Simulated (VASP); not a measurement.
A run of VASP 6.6.1 is set up as follows.

Contents of INCAR:

```
  ALGO = Normal
  EDIFF = 1E-7
  EDIFFG = -0.003
  ENCUT = 520
  GGA = PE
  IBRION = 2
  ISIF = 2
  ISMEAR = 0
  LASPH = T
  LCHARG = F
  LREAL = F
  LWAVE = F
  NELM = 80
  NSW = 80
  PREC = Accurate
  SIGMA = 0.05
```

KPOINTS

```
k-points
0
Gamma
  8 8 5
```

File POSCAR:

```
GaN
1.0
    3.2081340000      0.0000000000      0.0000000000
   -1.6040670000      2.7451844800      0.0000000000
    0.0000000000      0.0000000000      5.1850000000
Ga N
2 2
Direct
    0.3333333333      0.6666666667      0.0000000000
    0.6666666667      0.3333333333      0.5000000000
    0.3333333333      0.6666666667      0.3770000000
    0.6666666667      0.3333333333      0.8770000000
```

Potentials or basis: VASP PAW PBE potentials, release 64 (Ga_d, N).

Run with:

```sh
$ cat potpaw_PBE.64/Ga_d/POTCAR potpaw_PBE.64/N/POTCAR > POTCAR
$ mpirun -np 1 vasp_std > vasp.out
```

(1) What does it give for the band gap on the k mesh?

(2) Estimate the energy gained by relaxing.

Results:

(1) 1.89 eV.

(2) 0.2 meV/atom.
